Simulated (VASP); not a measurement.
A run of VASP 6.6.1:

The input INCAR:

```
  PREC = Accurate
  ENCUT = 520
  EDIFF = 1E-6
  ISMEAR = 0
  SIGMA = 0.2
  LREAL = F
  LASPH = T
  NELM = 100
  ALGO = Normal
  ISIF = 2
  LWAVE = F
  LCHARG = T
  GGA = PE
  LELF = T
  LVHAR = T
  NBANDS = 32
```

Contents of KPOINTS:

```
regular mesh
0
Gamma
  6 6 2
```

The input POSCAR:

```
Si4N
1.0
    3.8208801265      0.0000000000      0.0000000000
   -1.9104400633      3.3089792544      0.0000000000
    0.0000000000      0.0000000000     15.0030347006
Si N
8 2
Direct
    0.0000000000      1.0000000000      0.3903265001
    0.0000000000      1.0000000000      0.8903265001
    0.0000000000      0.0000000000      0.1096734999
    0.0000000000      1.0000000000      0.6096734999
    0.3333333333      0.6666666667      0.1721696724
    0.3333333333      0.6666666667      0.6721696724
    0.3333333333      0.6666666667      0.3278303276
    0.3333333333      0.6666666667      0.8278303276
    0.0000000000      0.0000000000      0.0000000000
    1.0000000000      0.0000000000      0.5000000000
```

Potentials or basis: VASP PAW PBE potentials, release 64 (Si, N).

Command:

```console
$ cat potpaw_PBE.64/Si/POTCAR potpaw_PBE.64/N/POTCAR > POTCAR
$ mpirun -np 1 vasp_std > vasp.out
```

Hardware: 1 thread of Intel(R) Xeon(R) 6975P-C (Granite Rapids) (shared host).

**Question.** How long does it take, and how much memory?

**Answer.** Wall time 97 s on 1 thread of Intel(R) Xeon(R) 6975P-C (Granite Rapids), with other jobs on the host, peak memory 0.3 GiB. Counts: scf iterations 17, k points 14.
